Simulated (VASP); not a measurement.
Set up this calculation in VASP 6.6.1, as the native input.

- Task: single point
- Functional: PBEsol
- Potentials or basis: VASP PAW PBE potentials, release 64 (Zn, O)
- Cutoff: 520 eV
- k mesh: 6 × 6 × 6
- Occupations: gaussian, width 0.05 eV
- Spin: no spin polarisation
- Dipole correction: no
- Further INCAR settings: ALGO = Normal; EDIFF = 1e-06; NBANDS = 60

The structure of ZnO2 lies in POSCAR:

```
ZnO2
1.0
    4.9944471688      0.0000000000      0.0000000000
    0.0000000000      4.9944471688      0.0000000000
    0.0000000000      0.0000000000      4.9944471688
Zn O
4 8
Direct
    0.0000000000      0.5000000000      0.5000000000
    0.5000000000      0.5000000000      0.0000000000
    0.5000000000      0.0000000000      0.5000000000
    0.0000000000      0.0000000000      0.0000000000
    0.4124604578      0.0875395422      0.9124604578
    0.0875395422      0.9124604578      0.4124604578
    0.9124604578      0.4124604578      0.0875395422
    0.5875395422      0.5875395422      0.5875395422
    0.4124604578      0.4124604578      0.4124604578
    0.0875395422      0.5875395422      0.9124604578
    0.9124604578      0.0875395422      0.5875395422
    0.5875395422      0.9124604578      0.0875395422
```

One way to write it, as run:

INCAR

```
PREC     = Accurate       # precision mode
ENCUT    = 520            # plane-wave cutoff, eV
EDIFF    = 1E-6           # SCF threshold, eV
ISMEAR   = 0              # smearing method
SIGMA    = 0.05           # smearing width, eV
LREAL    = F              # projectors in reciprocal space
LASPH    = T              # aspherical terms in the spheres
NELM     = 80             # most SCF steps
ALGO     = Normal         # electronic algorithm
ISIF     = 2              # what is computed and relaxed
LWAVE    = F              # write WAVECAR
LCHARG   = F              # write CHGCAR
GGA      = PS             # functional
NBANDS   = 60             # bands
```

KPOINTS

```
regular mesh
0
Gamma
  6 6 6
```

Potentials or basis: VASP PAW PBE potentials, release 64 (Zn, O).

The run is started by

```sh
$ cat potpaw_PBE.64/Zn/POTCAR potpaw_PBE.64/O/POTCAR > POTCAR
$ mpirun -np 1 vasp_std > vasp.out
```

It gave:

| Quantity | Value |
| --- | --- |
| Pressure | -10.2 GPa |
| Largest force | 0.350 eV/Å |
| Band gap on the k mesh | 1.96 eV (least direct gap 2.09 eV) |

Caveat: the cell stands under tension; the PAW data sets were made with another functional, which shifts forces and pressure a little.

Wall time 3.3 min on 1 thread of Intel(R) Xeon(R) Platinum 8259CL CPU @ 2.50GHz (Skylake/Cascade Lake), with other jobs on the host, peak memory 0.3 GiB.
